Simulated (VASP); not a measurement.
Set up this calculation in VASP 6.6.1, as the native input.

| Property | Result |
| --- | --- |
| Task | single point |
| Functional | LDA |
| Potentials or basis | VASP PAW LDA potentials, release 64 (Ag) |
| Cutoff | 520 eV |
| k mesh | 15 × 15 × 15 |
| Occupations | fermi-dirac, width 0.05 eV |
| Spin | no spin polarisation |
| Dipole correction | no |
| Further INCAR settings | ALGO = Normal; EDIFF = 1e-06; NBANDS = 12 |

The structure of Ag lies in POSCAR:

```
Ag
1.0
    0.0000000000      2.0022380000      2.0431000000
    2.0022380000      0.0000000000      2.0431000000
    2.0022380000      2.0022380000      0.0000000000
Ag
1
Direct
    0.0000000000      0.0000000000      0.0000000000
```

This cell differs from its parent crystal: equal xx and yy strain of -2 %.

These files were run (other wordings do the same):

INCAR

```
PREC = Accurate
ENCUT = 520
EDIFF = 1E-6
ISMEAR = -1
SIGMA = 0.05
LREAL = F
LASPH = T
NELM = 60
ALGO = Normal
ISIF = 2
LWAVE = F
LCHARG = F
NBANDS = 12
```

KPOINTS

```
Automatic mesh
0
Gamma
  15 15 15
```

Potentials or basis: VASP PAW LDA potentials, release 64 (Ag).

Command:

```console
$ cat potpaw_LDA.64/Ag/POTCAR > POTCAR
$ mpirun -np 1 vasp_std > vasp.out
```

It gave:

```
Pressure : -2.9 GPa
```

Caveat: the cell differs from its parent crystal (equal xx and yy strain of -2 %).

Wall time 47 s on 1 thread of Intel Xeon 8259CL, on a shared host, peak memory 0.17 GiB.
